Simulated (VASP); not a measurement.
# TiB: single point with PBEsol

Crystal: TiB.

```
Ti B
1.0
     0.00000    2.45360    2.45360
     2.45360    0.00000    2.45360
     2.45360    2.45360    0.00000
Ti B
1 1
Direct
  0.00000 0.00000 0.00000
  0.25000 0.25000 0.25000
```

```json
{
 "Program": "VASP 6.6.1",
 "Task": "single point",
 "Functional": "PBEsol",
 "Potentials or basis": "VASP PAW PBE potentials, release 64 (Ti_sv, B)",
 "Cutoff": "500 eV",
 "k mesh": "9 × 9 × 9",
 "Occupations": "fermi-dirac, width 0.05 eV",
 "Spin": "no spin polarisation",
 "Dipole correction": "no",
 "Further INCAR settings": "ALGO = Normal; EDIFF = 1e-06; NBANDS = 14"
}
```

The pressure is 0.0 GPa. The band gap on the k mesh is zero (an odd number of electrons rules out a gap without spin polarisation).

Levels at points of the mesh, in eV from the Fermi level:
| k point | band 4 | band 5 | band 6 | band 7 | band 8 | band 9 | band 10 | band 11 | band 12 | band 13 |
| --- | --- | --- | --- | --- | --- | --- | --- | --- | --- | --- |
| (0.00, 0.00, 0.00) | -32.17 | -7.81 | -1.02 | -1.02 | -1.02 | 2.19 | 2.19 | 8.33 | 8.68 | 8.68 |

Run time: 39 s on 1 thread of Intel Xeon 8259CL, with other jobs on the host, peak memory 0.16 GiB.

Caveat: the PAW data sets were made with another functional, which shifts forces and pressure a little.
